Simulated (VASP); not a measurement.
Write the native input for VASP 6.6.1 that does the following.

```
Task                   : single point
Functional             : LDA
Potentials or basis    : VASP PAW LDA potentials, release 64 (Sb)
Cutoff                 : 520 eV
k mesh                 : 10 × 10 × 10
Occupations            : fermi-dirac, width 0.05 eV
Spin                   : no spin polarisation
Dipole correction      : no
Further INCAR settings : ALGO = Normal; EDIFF = 1e-07; NBANDS = 8
```

The structure of Sb lies in POSCAR:

```
Sb
1.0
    3.0384035014      0.0000000000      0.0000000000
    0.0000000000      3.0384035014      0.0000000000
    0.0000000000      0.0000000000      3.0384035014
Sb
1
Direct
    0.0000000000      0.0000000000      0.0000000000
```

These files were run (other wordings do the same):

INCAR

```
PREC     = Accurate       # precision mode
ENCUT    = 520            # plane-wave cutoff, eV
EDIFF    = 1E-7           # SCF threshold, eV
ISMEAR   = -1             # smearing method
SIGMA    = 0.05           # smearing width, eV
LREAL    = F              # projectors in reciprocal space
LASPH    = T              # aspherical terms in the spheres
NELM     = 80             # most SCF steps
ALGO     = Normal         # electronic algorithm
ISIF     = 2              # what is computed and relaxed
LWAVE    = F              # write WAVECAR
LCHARG   = T              # write CHGCAR
GGA      = CA             # functional
LELF     = T              # ELF
LVHAR    = T            
NBANDS   = 8              # bands
```

KPOINTS

```
Automatic mesh
0
Gamma
  10 10 10
```

Potentials or basis: VASP PAW LDA potentials, release 64 (Sb).

The run is started by

```bash
$ cat potpaw_LDA.64/Sb/POTCAR > POTCAR
$ mpirun -np 1 vasp_std > vasp.out
```

Results of the run:

```
Pressure : 0.2 GPa
```

Wall time 2.9 s on 1 thread of Intel(R) Xeon(R) 6975P-C (Granite Rapids) (shared host), peak memory 0.13 GiB.
